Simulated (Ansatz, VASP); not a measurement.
**One calculation of TePb, two programs**

Contents of INCAR:

```
SYSTEM = TePb
ALGO = Normal ; EDIFF = 1E-7
ENCUT = 520 ; GGA = PE
ISIF = 2 ; ISMEAR = -1
LASPH = .TRUE. ; LCHARG = .TRUE.
LELF = .TRUE. ; LREAL = .FALSE.
LVHAR = .TRUE. ; LWAVE = .FALSE.
NBANDS = 17 ; NELM = 80
PREC = Accurate ; SIGMA = 0.05
```

KPOINTS

```
k-points
0
G
  12 12 12
  0 0 0
```

File POSCAR:

```
TePb
1.0
    0.0000000000      3.0588815610      3.0588815610
    3.0588815610      0.0000000000      3.0588815610
    3.0588815610      3.0588815610      0.0000000000
Pb Te
1 1
Direct
    0.0000000000      0.0000000000      0.0000000000
    0.2500000000      0.2500000000      0.2500000000
```

Input for Ansatz:

```yaml
crystal:
  lattice:
    - [0.0, 3.058881561, 3.058881561]
    - [3.058881561, 0.0, 3.058881561]
    - [3.058881561, 3.058881561, 0.0]
  atoms:
    - { symbol: Pb, position: [0.0, 0.0, 0.0] }
    - { symbol: Te, position: [0.25, 0.25, 0.25] }
kpoints:
  mp_grid: { grid: [12, 12, 12] }
  band_path:
    path:
      - [0.0, 0.0, 0.0]
      - [-0.5, -0.5, 0.0]
      - [-0.375, -0.375, 0.25]
      - [-0.375, 0.0, 0.375]
      - [0.0, 0.0, 0.0]
      - [0.0, 0.0, 0.5]
      - [-0.5, -0.25, 0.25]
      - [-0.5, -0.5, 0.0]
    npoints: 8
scf:
  occupations: { method: fermi_dirac, width: 0.05 }
hamiltonian:
  xc: pbe
  pseudopotentials: { kind: paw }
output:
  forces: true
  stress: true
  eigenvalues: true
  populations: true
  dos: { projected: true, de: 0.2, e_range: [-14, 8] }
```

Change from the starting cell: volume scaled by 0.58, PAW files.

Alike in both runs: task single point; functional PBE; k mesh 12 × 12 × 12; occupations fermi-dirac, width 0.05 eV; no spin polarisation.

```csv
,VASP,Ansatz
version,VASP 6.6.1,Ansatz 0.2.0
potentials or method,"VASP PAW PBE potentials, release 64 (Pb_d, Te)","PAW with Ansatz's default frozen-core files, scalar-relativistic"
plane-wave cutoff (eV),520,420
valence electrons in the cell,20,30
```

```csv
,VASP,Ansatz,Ansatz less VASP
pressure (GPa),39.5,39.6,+0.10
```

Both programs put the cell under a high pressure, so it lies far from rest at this level. VASP's potentials hold 20 valence electrons a cell and Ansatz's 30, so a difference there can come from the potentials and not from the codes.

Neither program's run includes spin-orbit coupling.
